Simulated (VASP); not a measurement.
# Cu (Fd-3m) in VASP: notebook

Cu is run at these levels: r2SCAN; tasks: single point.

Everything below comes from runs of VASP 6.6.1. Logs are shortened: lines on timing, memory, paths and dates and some standing lists are left out, and cuts for length are marked.

## (1) The cell of the first run

The structure is cubic, space group Fd-3m (No. 227). The conventional cell has a = 5.178 Å, b = 5.178 Å, c = 5.178 Å, α = 90.00°, β = 90.00°, γ = 90.00°. Within 3.0 Å of Cu (site symmetry -43m) lie 4 Cu at 2.24 Å.

## (2) Single point, r2SCAN (volume scaled by 0.96)

Contents of POSCAR:

```
Cu
1.0
    0.0000000000      2.5890838321      2.5890838321
    2.5890838321      0.0000000000      2.5890838321
    2.5890838321      2.5890838321      0.0000000000
Cu
2
Direct
    0.1250000000      0.1250000000      0.1250000000
    0.8750000000      0.8750000000      0.8750000000
```

Contents of INCAR.step1:

```
SYSTEM = Cu
PREC = Accurate
ENCUT = 660
ISMEAR = -1
SIGMA = 0.1
LREAL = .False.
LASPH = .True.
NELM = 120
NBANDS = 18
GGA = PE
ALGO = Normal
EDIFF = 1E-5
LWAVE = .True.
LCHARG = .False.
GGA_COMPAT = .False.
```

Contents of INCAR.step2:

```
SYSTEM = Cu
PREC = Accurate
ENCUT = 660
EDIFF = 1E-6
ISMEAR = -1
SIGMA = 0.1
LREAL = .False.
LASPH = .True.
NELM = 120
ALGO = Normal
ISIF = 2
LWAVE = .False.
LCHARG = .False.
METAGGA = R2SCAN
LMIXTAU = .True.
NBANDS = 18
ISTART = 1
GGA_COMPAT = .False.
```

Contents of KPOINTS:

```
Automatic mesh
0
Gamma
  12 12 12
  0 0 0
```

Potentials or basis: VASP PAW PBE potentials, release 64 (Cu).

On the command line:

```console
$ cat potpaw_PBE.64/Cu/POTCAR > POTCAR
$ cp INCAR.step1 INCAR
$ mpirun -np 1 vasp_std > vasp.out
$ cp INCAR.step2 INCAR
$ mpirun -np 1 vasp_std > vasp.out
```

OUTCAR:

```text
SYSTEM = Cu
   PREC = Accurate
   ENCUT = 660
   EDIFF = 1E-6
   ISMEAR = -1
   LREAL = .False.
   LASPH = .True.
   NELM = 120
   ISIF = 2
   METAGGA = R2SCAN
   ISTART = 1

 ion  position               nearest neighbor table
   1  0.125  0.125  0.125-   2 2.24   2 2.24   2 2.24   2 2.24
   2  0.875  0.875  0.875-   1 2.24   1 2.24   1 2.24   1 2.24

  LATTYP: Found a face centered cubic cell.
 ALAT       =     5.1781676642

  Lattice vectors:

 A1 = (   0.0000000000,   2.5890838321,   2.5890838321)
 A2 = (   2.5890838321,   0.0000000000,   2.5890838321)
 A3 = (   2.5890838321,   2.5890838321,   0.0000000000)

Analysis of symmetry for initial positions (statically):
=====================================================================
 Subroutine PRICEL returns:
 Original cell was already a primitive cell.

 Routine SETGRP: Setting up the symmetry group for a
 face centered cubic supercell.

 Subroutine GETGRP returns: Found 48 space group operations
 (whereof 12 operations were pure point group operations)
 out of a pool of 48 trial point group operations.

The static configuration has the point symmetry D_3d.
 The point group associated with its full space group is O_h .

Analysis of symmetry for dynamics (positions and initial velocities):
=====================================================================
 Subroutine PRICEL returns:
 Original cell was already a primitive cell.

 Routine SETGRP: Setting up the symmetry group for a
 face centered cubic supercell.

 Subroutine GETGRP returns: Found 48 space group operations
 (whereof 12 operations were pure point group operations)
 out of a pool of 48 trial point group operations.

The dynamic configuration has the point symmetry D_3d.
 The point group associated with its full space group is O_h .

 Subroutine INISYM returns: Found 48 space group operations
 (whereof 12 operations are pure point group operations),
 and found     1 'primitive' translations

----------------------------------------------------------------------------------------

                                     Primitive cell

  volume of cell :      34.7111

  direct lattice vectors                    reciprocal lattice vectors
     0.000000000  2.589083832  2.589083832    -0.193118505  0.193118505  0.193118505
     2.589083832  0.000000000  2.589083832     0.193118505 -0.193118505  0.193118505
     2.589083832  2.589083832  0.000000000     0.193118505  0.193118505 -0.193118505

  length of vectors
     3.661517469  3.661517469  3.661517469     0.334491063  0.334491063  0.334491063
[... 74 lines left out ...]
   ICHARG =      0    charge: 1-file 2-atom 10-const
   ISPIN  =      1    spin polarized calculation?
   LNONCOLLINEAR =      F non collinear calculations
   LSORBIT =      F    spin-orbit coupling
   LASPH  =      T    aspherical Exc in radial PAW
   ENCUT  =  660.0 eV  48.51 Ry    6.96 a.u.   7.67  7.67  7.67*2*pi/ulx,y,z
   NELM   =    120;   NELMIN=  2; NELMDL=  0     # of ELM steps
   EDIFF  = 0.1E-05   stopping-criterion for ELM
   LREAL  =      F    real-space projection
   EDIFFG = 0.1E-04   stopping-criterion for IOM
   NSW    =      0    number of steps for IOM
   IBRION =     -1    ionic relax: 0-MD 1-quasi-New 2-CG
   NFREE  =      0    steps in history (QN), initial steepest desc. (CG)
   ISIF   =      2    stress and relaxation
   ISYM   =      2    0-nonsym 1-usesym 2-fastsym
   POTIM  = 0.5000    time-step for ionic-motion
   TEBEG  =    0.0;   TEEND  =   0.0 temperature during run
   PSTRESS=    0.0 pullay stress
   NELECT =      22.0000    total number of electrons
   NUPDOWN=      -1.0000    fix difference up-down
   EMIN   =  10.00;   EMAX   =-10.00  energy-range for DOS
   EFERMI =   0.00;   METHOD = LEGACY
   ISMEAR =    -1;   SIGMA  =   0.10  broadening in eV -4-tet -1-fermi 0-gaus
   EFERMI_NEDOS =   21; number of points for ismear=-14 and -15
   IALGO  =     38    algorithm
   IMIX   =      4    mixing-type and parameters
     AMIX     =   0.40;   BMIX     =  1.00
     AMIX_MAG =   1.60;   BMIX_MAG =  1.00
  volume/ion in A,a.u.               =      17.36       117.12
  Fermi-wavevector in a.u.,A,eV,Ry     =   1.406241  2.657409 26.905690  1.977512
  Thomas-Fermi vector in A             =   2.528621
   LORBIT       =      0    0 simple, 1 ext, 2 COOP (PROOUT), +10 PAW based schemes
   METAGGA = R2SCAN    functional components
   LHFCALC =     F    Hartree Fock is set to
   AEXX    =    0.0000 exact exchange contribution
   IVDW    =     0    specifies the selected vdW correction
   LEPSILON=     F    determine dielectric tensor
   LRPA    =     F    only Hartree local field effects (RPA)
 non-spin polarized calculation
  energy-cutoff  :      660.00
  volume of cell :       34.71
 maximum number of plane-waves:      1363
   NGX = 15   NGY = 15   NGZ = 15

 number of electron      22.0000016 magnetization

 Free energy of the ion-electron system (eV)
  ---------------------------------------------------
  ext. energy  EPLUGINS =         0.00000000
  ---------------------------------------------------
  free energy    TOTEN  =       -19.42138270 eV

  energy without entropy =      -19.39726278  energy(sigma->0) =      -19.40932274

 E-fermi :   3.4790     XC(G=0): -10.9804

 val. band max:        3.4609123226   @ k =  -0.4167   0.2500   0.0833
 cond. band min:       3.5864721819   @ k =  -0.3333   0.4167   0.1667
 fundamental gap:      0.1255598593
 Fermi energy:         3.4790401691

 k-point     1 :       0.0000    0.0000    0.0000
  band No.  band energies     occupation
      1      -3.4940      2.00000
      2       0.0248      2.00000
      3       0.0248      2.00000
      4       0.0263      2.00000
      5       0.0263      2.00000
      6       0.0263      2.00000
[... 481 lines left out ...]
      5       0.2744      2.00000
      6       0.4294      2.00000
[... 10 lines left out ...]
     17      17.9212      0.00000
     18      20.1884      0.00000

 [... further k-points ...]
[... 5 lines left out ...]
  --------------------------------------------------------------------------------------
  -------------------------------------------------------------------------------------
  Total        0.6887247      0.6887247      0.6887247     -0.0000000      0.0000000      0.0000000
  in kB       31.7898060     31.7898060     31.7898060     -0.0000000      0.0000000      0.0000000
  external PRESSURE =      31.7898060 kB  Pullay stress =       0.0000000 kB

 VOLUME and BASIS-vectors are now :
 -----------------------------------------------------------------------------
  energy-cutoff  :      660.00
  volume of cell :       34.71
      direct lattice vectors                 reciprocal lattice vectors
     0.000000000  2.589083832  2.589083832    -0.193118505  0.193118505  0.193118505
     2.589083832  0.000000000  2.589083832     0.193118505 -0.193118505  0.193118505
     2.589083832  2.589083832  0.000000000     0.193118505  0.193118505 -0.193118505

 POSITION                                       TOTAL-FORCE (eV/Angst)
 -----------------------------------------------------------------------------------
      0.64727      0.64727      0.64727         0.000000     -0.000000     -0.000000
      4.53090      4.53090      4.53090        -0.000000      0.000000      0.000000
 -----------------------------------------------------------------------------------
    total drift:                                0.000000      0.000000     -0.000000

  FREE ENERGIE OF THE ION-ELECTRON SYSTEM (eV)
  ---------------------------------------------------
  free  energy   TOTEN  =       -19.4213826957 eV

  energy  without entropy=      -19.3972627840  energy(sigma->0) =      -19.40932274
```

OUTCAR.step1:

```text
SYSTEM = Cu
   PREC = Accurate
   ENCUT = 660
   ISMEAR = -1
   LREAL = .False.
   LASPH = .True.
[... 726 lines left out ...]
      0.64727      0.64727      0.64727        -0.000000     -0.000000     -0.000000
      4.53090      4.53090      4.53090         0.000000      0.000000      0.000000
 -----------------------------------------------------------------------------------
    total drift:                                0.000000      0.000000     -0.000000

  FREE ENERGIE OF THE ION-ELECTRON SYSTEM (eV)
  ---------------------------------------------------
  free  energy   TOTEN  =        -5.3350026100 eV

  energy  without entropy=       -5.3094166258  energy(sigma->0) =       -5.32220962
```

OSZICAR.step1:

```text
N       E                     dE             d eps       ncg     rms          rms(c)
DAV:   1     0.141528451331E+03    0.14153E+03   -0.11955E+04  2672   0.227E+03
DAV:   2     0.550106967930E+00   -0.14098E+03   -0.13342E+03  2594   0.295E+02
DAV:   3    -0.647077687146E+01   -0.70209E+01   -0.67793E+01  2892   0.942E+01
DAV:   4    -0.657489462142E+01   -0.10412E+00   -0.10402E+00  3016   0.122E+01
DAV:   5    -0.657656948553E+01   -0.16749E-02   -0.16748E-02  3188   0.132E+00    0.982E+00
DAV:   6    -0.625734065222E+01    0.31923E+00   -0.13143E+01  3178   0.907E+01    0.624E+00
DAV:   7    -0.534415126762E+01    0.91319E+00   -0.31948E+00  3080   0.428E+01    0.505E-01
DAV:   8    -0.534370620124E+01    0.44507E-03   -0.80281E-02  3810   0.494E+00    0.816E-01
DAV:   9    -0.533535511584E+01    0.83511E-02   -0.35981E-02  3308   0.444E+00    0.161E-01
DAV:  10    -0.533503250890E+01    0.32261E-03   -0.11490E-03  3714   0.707E-01    0.421E-02
DAV:  11    -0.533500236202E+01    0.30147E-04   -0.82126E-05  3776   0.178E-01    0.244E-03
DAV:  12    -0.533500261003E+01   -0.24801E-06   -0.18741E-06  1552   0.208E-02
   1 F= -.53350026E+01 E0= -.53222096E+01  d E =-.255860E-01
```

It took 2.5 min on 1 thread of Intel Xeon 6975P-C (Granite Rapids), shared host; peak memory 0.21 GiB.

Results:

```
Free energy            : -19.4214 eV
Pressure               : 3.2 GPa
Band gap on the k mesh : zero (band 11 reaches 4.22 eV, above the bottom of band 12 at 3.10 eV)
```

Caveat: the cell differs from its parent crystal (volume scaled by 0.96); the PAW data sets were made with another functional, which shifts forces and pressure a little.

## (3) Single point, r2SCAN

This run uses another cell than the first one, of 18.08 Å³/atom, 1.042 times its volume.

Contents of POSCAR:

```
Cu
1.0
    0.0000000000      2.6245551417      2.6245551417
    2.6245551417      0.0000000000      2.6245551417
    2.6245551417      2.6245551417      0.0000000000
Cu
2
Direct
    0.1250000000      0.1250000000      0.1250000000
    0.8750000000      0.8750000000      0.8750000000
```

Contents of INCAR.step1:

```
ALGO = Normal
EDIFF = 1E-5
ENCUT = 660
GGA = PE
GGA_COMPAT = False
ISMEAR = -1
LASPH = True
LCHARG = False
LREAL = False
LWAVE = True
NBANDS = 18
NELM = 120
PREC = Accurate
SIGMA = 0.1
```

Contents of INCAR.step2:

```
ALGO = Normal
EDIFF = 1E-6
ENCUT = 660
GGA_COMPAT = False
ISIF = 2
ISMEAR = -1
ISTART = 1
LASPH = True
LCHARG = True
LELF = True
LMIXTAU = True
LREAL = False
LVHAR = True
LWAVE = False
METAGGA = R2SCAN
NBANDS = 18
NELM = 120
PREC = Accurate
SIGMA = 0.1
```

Contents of KPOINTS:

```
k-points
0
Gamma
  12 12 12
```

Potentials or basis: VASP PAW PBE potentials, release 64 (Cu).

On the command line:

```console
$ cat potpaw_PBE.64/Cu/POTCAR > POTCAR
$ cp INCAR.step1 INCAR
$ mpirun -np 1 vasp_std > vasp.out
$ cp INCAR.step2 INCAR
$ mpirun -np 1 vasp_std > vasp.out
```

Run time: 2.4 min. Hardware: 1 thread of Intel Xeon 6975P-C (Granite Rapids), shared host; peak memory 0.21 GiB.

The run converged. Its results:

```yaml
Free_energy: -19.4381 eV
Pressure: 0.3 GPa
Band_gap_on_the_k_mesh: zero (band 11 reaches 3.83 eV, above the bottom of band 12 at 2.73 eV)
```

Levels at points of the mesh, in eV from the Fermi level:
```
           k point  band 7  band 8  band 9  band 10  band 11  band 12  band 13  band 14  band 15  band 16
(0.00, 0.00, 0.00)   -2.08   -2.08   -2.08    -1.39    -1.39    10.52    10.52    10.52    11.36    11.36
(0.50, 0.00, 0.00)   -1.88   -1.88   -1.63    -1.46    -1.46    -0.40     7.61     7.61    11.86    11.86
(0.50, 0.50, 0.00)   -2.30   -2.30   -1.35    -1.35     0.25     0.25     3.97     3.97     8.48     8.48
```

Caveat: the PAW data sets were made with another functional, which shifts forces and pressure a little.

## (4) Single point, r2SCAN (volume scaled by 1.04)

Contents of POSCAR:

```
Cu
1.0
    0.0000000000      2.6590927227      2.6590927227
    2.6590927227      0.0000000000      2.6590927227
    2.6590927227      2.6590927227      0.0000000000
Cu
2
Direct
    0.1250000000      0.1250000000      0.1250000000
    0.8750000000      0.8750000000      0.8750000000
```

Contents of INCAR.step1:

```
PREC = Accurate
ENCUT = 660
ISMEAR = -1
SIGMA = 0.1
LREAL = F
LASPH = T
NELM = 120
NBANDS = 18
GGA = PE
ALGO = Normal
EDIFF = 1E-5
LWAVE = T
LCHARG = F
GGA_COMPAT = F
```

Contents of INCAR.step2:

```
PREC = Accurate
ENCUT = 660
EDIFF = 1E-6
ISMEAR = -1
SIGMA = 0.1
LREAL = F
LASPH = T
NELM = 120
ALGO = Normal
ISIF = 2
LWAVE = F
LCHARG = F
METAGGA = R2SCAN
LMIXTAU = T
NBANDS = 18
ISTART = 1
GGA_COMPAT = F
```

Contents of KPOINTS:

```
Automatic mesh
0
Gamma
  12 12 12
```

On the command line:

```console
$ cat potpaw_PBE.64/Cu/POTCAR > POTCAR
$ cp INCAR.step1 INCAR
$ mpirun -np 1 vasp_std > vasp.out
$ cp INCAR.step2 INCAR
$ mpirun -np 1 vasp_std > vasp.out
```

Wall time 2.5 min (1 thread of Intel Xeon 6975P-C (Granite Rapids), shared host); peak memory 0.21 GiB.

It converged, with:

```yaml
Free_energy: -19.4308 eV
Pressure: -2.0 GPa
Band_gap_on_the_k_mesh: zero (band 11 reaches 3.47 eV, above the bottom of band 12 at 2.40 eV)
```

Levels at points of the mesh, in eV from the Fermi level:
```
           k point  band 8  band 9  band 10  band 11  band 12  band 13  band 14  band 15
(0.00, 0.00, 0.00)   -2.00   -2.00    -1.36    -1.36    10.22    10.22    10.22    11.11
(0.50, 0.00, 0.00)   -1.82   -1.51    -1.43    -1.43    -0.42     7.42     7.42    11.63
(0.50, 0.50, 0.00)   -2.21   -1.32    -1.32     0.24     0.24     3.93     3.93     8.28
```

Caveat: the cell differs from its parent crystal (volume scaled by 1.04); the PAW data sets were made with another functional, which shifts forces and pressure a little.

## (5) The runs side by side

```tsv
cell	gap on the mesh (eV)	pressure (GPa)
a = 3.662 Å, angles 60.0°, 2 atoms	none	3.2
a = 3.712 Å, angles 60.0°, 2 atoms	none	0.3
a = 3.761 Å, angles 60.0°, 2 atoms	none	-2.0
```

Alike in all rows: task single point; level r2SCAN; potentials or basis VASP PAW PBE potentials, release 64 (Cu); no spin polarisation; k mesh 12 × 12 × 12; cutoff (eV) 660; smearing fermi-dirac 0.1 eV.

Caveats: the PAW data sets were made with another functional, which shifts forces and pressure a little.

Total energies depend on the potentials used, so only differences within one code and one set of settings carry meaning.
